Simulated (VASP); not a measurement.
Runs of VASP 6.6.1 on TiSi. Symmetry: Cmmm, No. 65, orthorhombic system. The conventional cell has a = 3.632 Å, b = 4.235 Å, c = 3.804 Å, α = 90.00°, β = 90.00°, γ = 90.00°. Ti (site symmetry mmm) has 8 Si at 2.63 to 2.85 Å and 8 Ti at 2.79 to 3.80 Å within 3.9 Å. Si (site symmetry mmm) has 8 Ti at 2.63 to 2.85 Å and 8 Si at 2.79 to 3.80 Å within 3.9 Å. 

```tsv
k mesh	gap on the mesh (eV)	pressure (GPa)
10 × 10 × 8	none	-1.5
4 × 4 × 4	none	-1.9
12 × 12 × 10, shifted	none	-1.4
4 × 4 × 2	none	(a)
6 × 6 × 4	none	-1.4
1 × 1 × 1	-	-13.3
14 × 14 × 10, shifted	none	-1.5
14 × 14 × 10	none	-1.4
```

Alike in all rows: task single point; level r2SCAN; potentials or basis VASP PAW PBE potentials, release 64 (Ti_sv, Si); no spin polarisation; cell as given; cutoff (eV) 520; smearing gaussian 0.1 eV.

**Question.** Estimate the missing entries.

**Answer.** (a) -2.5.

Caveats: some runs use coarse meshes; the PAW data sets were made with another functional, which shifts forces and pressure a little.

A gap of «none» marks levels without a gap at the run's occupations.
